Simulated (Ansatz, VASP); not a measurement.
## WSe2: VASP beside Ansatz

```
Se W
1.0
     3.28549    0.00000    0.00000
    -1.64275    2.84532    0.00000
     0.00000    0.00000   24.23865
Se W
4 2
Cartesian
  0.0000 1.8969 4.5000
  0.0000 1.8969 7.8693
  0.0000 3.7938 10.9793
  0.0000 3.7938 14.3486
  1.6427 0.9484 6.1847
  -1.6427 4.7422 12.6640
```

Alike in both runs: task single point; functional PBE; dispersion D3(BJ); k mesh 9 × 9 × 1; occupations gaussian, width 0.05 eV; no spin polarisation.

```csv
,VASP,Ansatz
version,VASP 6.6.1,Ansatz 0.2.0
potentials or method,"VASP PAW PBE potentials, release 64 (Se, W_sv), cutoff 520 eV","scalar-relativistic, plane waves, PAW"
valence electrons in the cell,52,92
```

|  | VASP | Ansatz | Ansatz less VASP |
| --- | --- | --- | --- |
| gap on the k mesh at the Fermi level (eV) | 1.42 | 1.43 | +0.005 |
| least direct gap on the mesh (eV) | 1.62 | 1.62 | +0.004 |
| rms of the force components (eV/Å) | 0.022 | 0.008 | -0.0141 |

VASP's potentials hold 52 valence electrons a cell and Ansatz's 92, so a difference there can come from the potentials and not from the codes.

Spin-orbit coupling is off throughout.
